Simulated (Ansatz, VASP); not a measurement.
**One calculation of Be2C, two programs**

```xyz
3
Lattice="0.0000 2.2029 2.2029 2.2029 0.0000 2.2029 2.2029 2.2029 0.0000" Properties=species:S:1:pos:R:3 pbc="T T T"
C     0.0000    0.0000    0.0000
Be    1.1014    1.1014    1.1014
Be    3.3043    3.3043    3.3043
```

Alike in both runs: task single point; functional r2SCAN; k mesh 8 × 8 × 8; no spin polarisation.

|  | VASP | Ansatz |
| --- | --- | --- |
| version | VASP 6.6.1 | Ansatz 0.2.0 |
| potentials or method | VASP PAW PBE potentials, release 64 (C, Be) | plane waves, PAW |
| plane-wave cutoff (eV) | 660 | 500 |
| occupations | gaussian, width 0.01 eV | fixed |
| valence electrons in the cell | 8 | 8 |

|  | VASP | Ansatz | Ansatz less VASP |
| --- | --- | --- | --- |
| gap on the k mesh at the Fermi level (eV) | 1.50 | 1.50 | +0.003 |
| pressure (GPa) | -10.1 | -10.9 | -0.78 |

VASP's potentials were made for PBE, not for r2SCAN.
